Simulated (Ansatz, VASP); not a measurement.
**One calculation of Ag, two programs**

File INCAR:

```
PREC = Accurate ; ENCUT = 520
EDIFF = 1E-7 ; ISMEAR = 0
SIGMA = 0.15 ; LREAL = False
LASPH = True ; NELM = 80
ALGO = Fast ; ISIF = 2
LWAVE = False ; LCHARG = False
GGA = PS ; NBANDS = 18
```

File KPOINTS:

```
regular mesh
0
Gamma
  18 18 10
```

The input POSCAR:

```
Ag
1.0
    2.9299980804      0.0000000000      0.0000000000
   -1.4649990402      2.5374527707      0.0000000000
    0.0000000000      0.0000000000      4.5984000000
Ag
2
Direct
    0.3333333333      0.6666666667      0.2500000000
    0.6666666667      0.3333333333      0.7500000000
```

Input for Ansatz:

```yaml
crystal:
  lattice:
    - [2.9299980804, 0.0, 0.0]
    - [-1.4649990402, 2.5374527707, 0.0]
    - [0.0, 0.0, 4.5984]
  atoms:
    - { symbol: Ag, position: [0.3333333333, 0.6666666667, 0.25] }
    - { symbol: Ag, position: [0.6666666667, 0.3333333333, 0.75] }
basis:
  ecutwfc: 420
kpoints:
  mp_grid: { grid: [18, 18, 10] }
hamiltonian:
  xc: pbesol
scf:
  occupations: { method: gaussian, width: 0.15 }
output:
  forces: true
  stress: true
  eigenvalues: true
```

Change from the starting cell: strain +0.000 along x and y, -0.040 along z, atoms carried along.

Alike in both runs: task single point; functional PBEsol; k mesh 18 × 18 × 10; occupations gaussian, width 0.15 eV; no spin polarisation.

```csv
,VASP,Ansatz
version,VASP 6.6.1,Ansatz 0.2.0
potentials or method,"VASP PAW PBE potentials, release 64 (Ag), cutoff 520 eV","scalar-relativistic, plane waves, PAW"
valence electrons in the cell,22,38
```

Ansatz gave:

| Quantity | Value |
| --- | --- |
| gap on the k mesh at the Fermi level (eV) | none |
| pressure (GPa) | -2.4 |
| traceless stress, the component that is largest in VASP (GPa) | 2.69 |

Task: Which values does VASP return?

Result: gap on the k mesh at the Fermi level (eV): none; pressure (GPa): -2.6; traceless stress, the component that is largest in VASP (GPa): 2.67.

VASP's potentials were made for PBE, not for PBEsol. A gap of «none» marks a metal or a gap that the smearing closes. With one functional, cell and mesh, what is left measures potentials, basis and numerics. VASP's potentials hold 22 valence electrons a cell and Ansatz's 38, so a difference there can come from the potentials and not from the codes.
